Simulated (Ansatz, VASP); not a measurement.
## TaSi: VASP beside Ansatz

```
CELL_PARAMETERS angstrom
3.40412 0.00000 0.00000
0.00000 3.40412 0.00000
0.00000 0.00000 5.45981
ATOMIC_POSITIONS crystal
Ta 0.50000 0.00000 0.85967
Ta 0.00000 0.50000 0.14033
Si 0.50000 0.00000 0.37026
Si 0.00000 0.50000 0.62974
```

Change from the starting cell: the structure that the rattled cell fell into.

Alike in both runs: task single point; functional PBE; k mesh 6 × 6 × 4; occupations gaussian, width 0.1 eV; no spin polarisation.

|  | VASP | Ansatz |
| --- | --- | --- |
| version | VASP 6.6.1 | Ansatz 0.2.0 |
| potentials or method | VASP PAW PBE potentials, release 64 (Ta_pv, Si), cutoff 520 eV | scalar-relativistic, plane waves, PAW |
| valence electrons in the cell | 30 | 34 |

|  | VASP | Ansatz | Ansatz less VASP |
| --- | --- | --- | --- |
| gap on the k mesh at the Fermi level (eV) | none | none | - |
| pressure (GPa) | 0.1 | 0.0 | -0.11 |
| traceless stress, the component that is largest in VASP (GPa) | -0.34 | -0.35 | -0.009 |
| rms of the force components (eV/Å) | 0.030 | 0.030 | -0.0003 |

Atom by atom the forces differ by 0.003 eV/Å (rms over components). A gap of «none» marks a metal or a gap that the smearing closes. VASP's potentials hold 30 valence electrons a cell and Ansatz's 34, so a difference there can come from the potentials and not from the codes.

Spin-orbit coupling is off throughout.
